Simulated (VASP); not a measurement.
# As2Se (P-3m1) in VASP: further runs

The runs below take As2Se through single point, with PBE.

All numbers are computed with VASP 6.6.1; they aren't measurements. Logs are shortened: lines on timing, memory, paths and dates and some standing lists are left out, and cuts for length are marked.

### Step 1. The cell of the first run

The structure is trigonal, space group P-3m1 (No. 164). The conventional cell has a = 3.917 Å, b = 3.917 Å, c = 4.803 Å, α = 90.00°, β = 90.00°, γ = 120.00°. As (site symmetry 3m) has 3 As at 2.68 Å and 3 Se at 2.82 Å within 3.5 Å. Within 3.7 Å of Se (site symmetry -3m) lie 6 As at 2.82 Å.

### Step 2. Single point, PBE

Contents of INCAR:

```
ALGO     = Normal         # electronic algorithm
EDIFF    = 1E-6           # SCF threshold, eV
ENCUT    = 500            # plane-wave cutoff, eV
GGA      = PE             # functional
GGA_COMPAT= F            
ISIF     = 2              # what is computed and relaxed
ISMEAR   = 0              # smearing method
LASPH    = T              # aspherical terms in the spheres
LCHARG   = F              # write CHGCAR
LREAL    = F              # projectors in reciprocal space
LWAVE    = F              # write WAVECAR
NBANDS   = 15             # bands
NELM     = 120            # most SCF steps
PREC     = Accurate       # precision mode
SIGMA    = 0.1            # smearing width, eV
```

Contents of KPOINTS:

```
k-points
0
Gamma
  6 6 4
```

Contents of POSCAR:

```
As2Se
1.0
    3.9170031714      0.0000000000      0.0000000000
   -1.9585015857      3.3922242531      0.0000000000
    0.0000000000      0.0000000000      4.8031434059
As Se
2 1
Direct
    0.3333333333      0.6666666667      0.3511582513
    0.6666666667      0.3333333333      0.6488417487
    0.0000000000      0.0000000000      0.0000000000
```

Potentials or basis: VASP PAW PBE potentials, release 64 (As, Se).

Command:

```
$ cat potpaw_PBE.64/As/POTCAR potpaw_PBE.64/Se/POTCAR > POTCAR
$ mpirun -np 1 vasp_std > vasp.out
```

OUTCAR:

```text
EDIFF = 1E-6
   ENCUT = 500
   GGA = PE
   ISIF = 2
   ISMEAR = 0
   LASPH = T
   LREAL = F
   NELM = 120
   PREC = Accurate

 ion  position               nearest neighbor table
   1  0.333  0.667  0.351-   2 2.68   2 2.68   2 2.68   3 2.82   3 2.82   3 2.82
   2  0.667  0.333  0.649-   1 2.68   1 2.68   1 2.68   3 2.82   3 2.82   3 2.82
   3  0.000  0.000  0.000-   1 2.82   2 2.82   1 2.82   2 2.82   2 2.82   1 2.82

  LATTYP: Found a hexagonal cell.
 ALAT       =     3.9170031714
 C/A-ratio  =     1.2262291338

  Lattice vectors:

 A1 = (   3.9170031714,   0.0000000000,   0.0000000000)
 A2 = (  -1.9585015857,   3.3922242531,   0.0000000000)
 A3 = (   0.0000000000,   0.0000000000,   4.8031434059)

Analysis of symmetry for initial positions (statically):
=====================================================================
 Subroutine PRICEL returns:
 Original cell was already a primitive cell.

 Routine SETGRP: Setting up the symmetry group for a
 hexagonal supercell.

 Subroutine GETGRP returns: Found 12 space group operations
 (whereof 12 operations were pure point group operations)
 out of a pool of 24 trial point group operations.

The static configuration has the point symmetry D_3d.

Analysis of symmetry for dynamics (positions and initial velocities):
=====================================================================
 Subroutine PRICEL returns:
 Original cell was already a primitive cell.

 Routine SETGRP: Setting up the symmetry group for a
 hexagonal supercell.

 Subroutine GETGRP returns: Found 12 space group operations
 (whereof 12 operations were pure point group operations)
 out of a pool of 24 trial point group operations.

The dynamic configuration has the point symmetry D_3d.

 Subroutine INISYM returns: Found 12 space group operations
 (whereof 12 operations are pure point group operations),
 and found     1 'primitive' translations

----------------------------------------------------------------------------------------

                                     Primitive cell

  volume of cell :      63.8211

  direct lattice vectors                    reciprocal lattice vectors
     3.917003171  0.000000000  0.000000000     0.255297215  0.147395916  0.000000000
    -1.958501586  3.392224253  0.000000000     0.000000000  0.294791831  0.000000000
[... 95 lines left out ...]
   TEBEG  =    0.0;   TEEND  =   0.0 temperature during run
   PSTRESS=    0.0 pullay stress
   NELECT =      16.0000    total number of electrons
   NUPDOWN=      -1.0000    fix difference up-down
   EMIN   =  10.00;   EMAX   =-10.00  energy-range for DOS
   EFERMI =   0.00;   METHOD = LEGACY
   ISMEAR =     0;   SIGMA  =   0.10  broadening in eV -4-tet -1-fermi 0-gaus
   EFERMI_NEDOS =   21; number of points for ismear=-14 and -15
   IALGO  =     38    algorithm
   IMIX   =      4    mixing-type and parameters
     AMIX     =   0.40;   BMIX     =  1.00
     AMIX_MAG =   1.60;   BMIX_MAG =  1.00
  volume/ion in A,a.u.               =      21.27       143.56
  Fermi-wavevector in a.u.,A,eV,Ry     =   1.032270  1.950708 14.498126  1.065582
  Thomas-Fermi vector in A             =   2.166460
   LORBIT       =      0    0 simple, 1 ext, 2 COOP (PROOUT), +10 PAW based schemes
   GGA     = PE    functional components
   LHFCALC =     F    Hartree Fock is set to
   AEXX    =    0.0000 exact exchange contribution
   IVDW    =     0    specifies the selected vdW correction
   LEPSILON=     F    determine dielectric tensor
   LRPA    =     F    only Hartree local field effects (RPA)
 non-spin polarized calculation
 Gauss-broadening in eV      SIGMA  =   0.10
  energy-cutoff  :      500.00
  volume of cell :       63.82
 maximum number of plane-waves:      1640
 NGX is ok and might be reduce to    30

 number of electron      16.0000000 magnetization

 Free energy of the ion-electron system (eV)
  ---------------------------------------------------
  ext. energy  EPLUGINS =         0.00000000
  ---------------------------------------------------
  free energy    TOTEN  =       -12.58888961 eV

  energy without entropy =      -12.58320767  energy(sigma->0) =      -12.58604864

 E-fermi :   5.1268     XC(G=0): -10.1307

 val. band max:        5.0293093344   @ k =   0.1667  -0.0000   0.2500
 cond. band min:       5.1503021608   @ k =   0.3333   0.1667   0.5000
 fundamental gap:      0.1209928264
 Fermi energy:         5.1268487136

 k-point     1 :       0.0000    0.0000    0.0000
  band No.  band energies     occupation
      1     -10.0470      2.00000
      2      -5.8438      2.00000
      3      -3.7038      2.00000
      4       2.8993      2.00000
      5       2.8993      2.00000
      6       3.5426      2.00000
      7       3.5426      2.00000
      8       3.6672      2.00000
      9       4.4776      2.00000
     10       8.1058      0.00000
     11       8.4001      0.00000
     12       8.4001      0.00000
     13      12.3135      0.00000
     14      13.2108      0.00000
[... 401 lines left out ...]
      2      -5.5594      2.00000
      3      -5.5594      2.00000
      4      -0.8677      2.00000
      5      -0.5744      2.00000
      6      -0.5744      2.00000
      7       6.0334      0.00000
      8       6.8236      0.00000
      9       6.8236      0.00000
     10       8.2235      0.00000
     11       8.2452      0.00000
     12       8.2452      0.00000
     13      13.7914      0.00000
     14      13.8242      0.00000
     15      13.8242      0.00000

------------------------ aborting loop because EDIFF is reached ----------------------------------------

  FORCE on cell =-STRESS in cart. coord.  units (eV):
  Direction    XX          YY          ZZ          XY          YZ          ZX
  --------------------------------------------------------------------------------------
  -------------------------------------------------------------------------------------
  Total        0.0892029      0.0892029     -0.2644849     -0.0000000      0.0000000      0.0000000
  in kB        2.2393684      2.2393684     -6.6396848     -0.0000000      0.0000000      0.0000000
  external PRESSURE =      -0.7203160 kB  Pullay stress =       0.0000000 kB

 VOLUME and BASIS-vectors are now :
 -----------------------------------------------------------------------------
  energy-cutoff  :      500.00
  volume of cell :       63.82
      direct lattice vectors                 reciprocal lattice vectors
     3.917003171  0.000000000  0.000000000     0.255297215  0.147395916  0.000000000
    -1.958501586  3.392224253  0.000000000     0.000000000  0.294791831  0.000000000
     0.000000000  0.000000000  4.803143406     0.000000000  0.000000000  0.208196990

 POSITION                                       TOTAL-FORCE (eV/Angst)
 -----------------------------------------------------------------------------------
     -0.00000      2.26148      1.68666        -0.000000     -0.000000      0.032558
      1.95850      1.13074      3.11648         0.000000      0.000000     -0.032558
      0.00000      0.00000      0.00000        -0.000000      0.000000      0.000000
 -----------------------------------------------------------------------------------
    total drift:                               -0.000000      0.000000      0.000000

  FREE ENERGIE OF THE ION-ELECTRON SYSTEM (eV)
  ---------------------------------------------------
  free  energy   TOTEN  =       -12.5888896090 eV

  energy  without entropy=      -12.5832076706  energy(sigma->0) =      -12.58604864
```

OSZICAR:

```text
N       E                     dE             d eps       ncg     rms          rms(c)
DAV:   1     0.478260801375E+02    0.47826E+02   -0.63172E+03   720   0.885E+02
DAV:   2    -0.971090379471E+01   -0.57537E+02   -0.52841E+02  1023   0.139E+02
DAV:   3    -0.125614909427E+02   -0.28506E+01   -0.28286E+01   832   0.301E+01
DAV:   4    -0.125755673978E+02   -0.14076E-01   -0.14074E-01   895   0.260E+00
DAV:   5    -0.125756249710E+02   -0.57573E-04   -0.57573E-04   867   0.163E-01    0.441E+00
DAV:   6    -0.125829334692E+02   -0.73085E-02   -0.26390E-03   853   0.373E-01    0.264E+00
DAV:   7    -0.125886653346E+02   -0.57319E-02   -0.64734E-03   790   0.581E-01    0.999E-02
DAV:   8    -0.125888600796E+02   -0.19474E-03   -0.54666E-04   839   0.151E-01    0.244E-02
DAV:   9    -0.125888850642E+02   -0.24985E-04   -0.30939E-05   888   0.387E-02    0.122E-02
DAV:  10    -0.125888891288E+02   -0.40646E-05   -0.95213E-06   853   0.195E-02    0.199E-03
DAV:  11    -0.125888896090E+02   -0.48019E-06   -0.77920E-07   585   0.558E-03
   1 F= -.12588890E+02 E0= -.12586049E+02  d E =-.568194E-02
```

Run time: 36 s. Hardware: 1 thread of Intel Xeon 8259CL, shared host; peak memory 0.18 GiB.

Results:

* Free energy: -12.5889 eV
* Pressure: -0.1 GPa
* Largest force: 0.033 eV/Å
* Band gap on the k mesh: zero (bands 8 and 9 overlap by 4.26 eV)

Forces in eV/Å, atoms in the order of the input:
```
As   0.000  0.000  0.033
As   0.000  0.000 -0.033
Se   0.000  0.000  0.000
```

Stress tensor (GPa, compression positive):
```
 0.22  0.00  0.00
 0.00  0.22  0.00
 0.00  0.00 -0.66
```

### Step 3. Single point, PBE

This run uses another cell than the first one: it holds 9 atoms, not 3.

Contents of INCAR:

```
SYSTEM = As2Se
  PREC = Accurate
  ENCUT = 520
  EDIFF = 1E-6
  ISMEAR = 0
  SIGMA = 0.2
  LREAL = .False.
  LASPH = .True.
  NELM = 80
  ALGO = Normal
  ISIF = 2
  LWAVE = .False.
  LCHARG = .True.
  GGA = PE
  LELF = .True.
  LVHAR = .True.
  NBANDS = 34
```

Contents of KPOINTS:

```
regular mesh
0
Gamma
  5 5 1
  0 0 0
```

Contents of POSCAR:

```
As2Se
1.0
    3.8283823138      0.0000000000      0.0000000000
   -1.9141911569      3.3154763392      0.0000000000
    0.0000000000      0.0000000000     16.3797529771
As Se
6 3
Direct
    0.0000000000      0.0000000000      0.6453659236
    0.6666666667      0.3333333333      0.5670286549
    0.0000000000      0.0000000000      0.3546340764
    0.3333333333      0.6666666667      0.4329713451
    0.6666666667      0.3333333333      0.8930714453
    0.3333333333      0.6666666667      0.1069285547
    0.3333333333      0.6666666667      0.8041747230
    0.6666666667      0.3333333333      0.1958252770
    0.0000000000      0.0000000000      0.0000000000
```

Potentials or basis: VASP PAW PBE potentials, release 64 (As, Se).

Command:

```
$ cat potpaw_PBE.64/As/POTCAR potpaw_PBE.64/Se/POTCAR > POTCAR
$ mpirun -np 1 vasp_std > vasp.out
```

It took 99 s on 1 thread of Intel Xeon 8259CL, shared host; peak memory 0.26 GiB.

The run converged. Its results:

```
Free energy            : -39.1106 eV
Pressure               : 0.0 GPa
Largest force          : 0.056 eV/Å
Band gap on the k mesh : 0.48 eV
```

Forces on the atoms (eV/Å):
```
As   0.000  0.000  0.019
As   0.000  0.000 -0.056
As   0.000  0.000 -0.019
As   0.000  0.000  0.056
As   0.000  0.000  0.011
As   0.000  0.000 -0.011
Se   0.000  0.000  0.004
Se   0.000  0.000 -0.004
Se   0.000  0.000  0.000
```

Stress tensor (GPa, compression positive):
```
-0.08  0.00  0.00
 0.00 -0.08  0.00
 0.00  0.00  0.14
```

Levels at points of the mesh, in eV from the valence-band top:
```
           k point  band 22  band 23  band 24  band 25  band 26  band 27
(0.00, 0.00, 0.00)    -1.41    -0.88    -0.22     0.52     0.52     0.75
```

Caveat: an odd mesh through Γ misses points on the zone boundary, where band edges can lie.
